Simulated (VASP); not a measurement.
Write the native input for VASP 6.6.1 that does the following.

```yaml
Task: single point
Functional: PBE
Potentials_or_basis: VASP PAW PBE potentials, release 64 (Ti_sv, C, H)
Cutoff: 520 eV
k_mesh: 4 × 4 × 1
Occupations: gaussian, width 0.05 eV
Spin: no spin polarisation
Dipole_correction: no
Further_INCAR_settings: LREAL = Auto; ALGO = Normal; EDIFF = 1e-06; NBANDS = 88
```

The structure of Ti12H2C lies in POSCAR:

```
Ti12H2C
1.0
    5.9000000000      0.0000000000      0.0000000000
    2.9500000000      5.1095500000      0.0000000000
    0.0000000000      0.0000000000     17.6846000000
Ti C H
12 1 2
Direct
    0.0000000000      0.0000000000      0.0565463737
    0.5000000000      0.0000000000      0.0565463737
    0.0000000000      0.5000000000      0.0565463737
    0.5000000000      0.5000000000      0.0565463737
   -0.1641614470      0.3292859449      0.1803020707
    0.3363293448      0.3297358867      0.1797338362
   -0.1642716693      0.8326531691      0.1815084876
    0.3350826258      0.8342944095      0.1789528177
    0.0167305438     -0.0018576978      0.3100695520
    0.4966678010     -0.0043115343      0.3097639189
    0.0068832238      0.4994091456      0.3057327845
    0.4991756632      0.5124981652      0.3090695860
    1.3212688456      0.7895168850      0.3918185314
    1.2077593288      0.9371799865      0.4356034629
    1.4647566438      0.6101823057      0.4238855841
```

One way to write it, as run:

INCAR

```
PREC = Accurate ; ENCUT = 520
EDIFF = 1E-6 ; ISMEAR = 0
SIGMA = 0.05 ; LREAL = Auto
LASPH = True ; NELM = 100
ALGO = Normal ; ISIF = 2
LWAVE = False ; LCHARG = True
GGA = PE ; LELF = True
LVHAR = True ; NBANDS = 88
```

KPOINTS

```
Automatic mesh
0
Gamma
  4 4 1
```

Potentials or basis: VASP PAW PBE potentials, release 64 (Ti_sv, C, H).

The run is started by

```bash
$ cat potpaw_PBE.64/Ti_sv/POTCAR potpaw_PBE.64/C/POTCAR potpaw_PBE.64/H/POTCAR > POTCAR
$ mpirun -np 1 vasp_std > vasp.out
```

Results of the run:

```yaml
Largest_force: 0.152 eV/Å
Band_gap_on_the_k_mesh: zero (bands 75 and 76 overlap by 0.58 eV)
```

Caveat: there is no dipole correction, which matters where the two faces differ.

Run time: 53 min on 1 thread of AMD EPYC 9755 128-Core Processor, on a shared host, peak memory 0.75 GiB.
